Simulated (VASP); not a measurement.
Here is a VASP 6.6.1 calculation.

The input POSCAR:

```
MgO
1.0
    0.0000000000      2.1433978369      2.1433978369
    2.1433978369      0.0000000000      2.1433978369
    2.1433978369      2.1433978369      0.0000000000
Mg O
1 1
Direct
    0.0000000000      0.0000000000      0.0000000000
    0.5000000000      0.5000000000      0.5000000000
```

INCAR.step1

```
SYSTEM = MgO
  PREC = Accurate
  ENCUT = 520
  ISMEAR = 0
  SIGMA = 0.02
  LREAL = .FALSE.
  LASPH = .TRUE.
  NELM = 80
  NBANDS = 11
  GGA = PE
  ALGO = Normal
  EDIFF = 1E-4
  LWAVE = .TRUE.
  LCHARG = .FALSE.
```

Contents of INCAR.step2:

```
SYSTEM = MgO
  PREC = Accurate
  ENCUT = 520
  EDIFF = 1E-7
  ISMEAR = 0
  SIGMA = 0.02
  LREAL = .FALSE.
  LASPH = .TRUE.
  NELM = 80
  ALGO = Normal
  ISIF = 2
  LWAVE = .FALSE.
  LCHARG = .FALSE.
  METAGGA = R2SCAN
  LMIXTAU = .TRUE.
  NBANDS = 11
  ISTART = 1
```

Contents of KPOINTS:

```
Automatic mesh
0
G
  10 10 10
  0 0 0
```

Potentials or basis: VASP PAW PBE potentials, release 64 (Mg, O).

The run is started by

```bash
$ cat potpaw_PBE.64/Mg/POTCAR potpaw_PBE.64/O/POTCAR > POTCAR
$ cp INCAR.step1 INCAR
$ mpirun -np 1 vasp_std > vasp.out
$ cp INCAR.step2 INCAR
$ mpirun -np 1 vasp_std > vasp.out
```

(1) Estimate the pressure.

(2) What does it give for the band gap on the k mesh?

Answers

(1) -9.7 GPa.

(2) 5.09 eV, direct.

Caveat: the PAW data sets were made with another functional, which shifts forces and pressure a little.
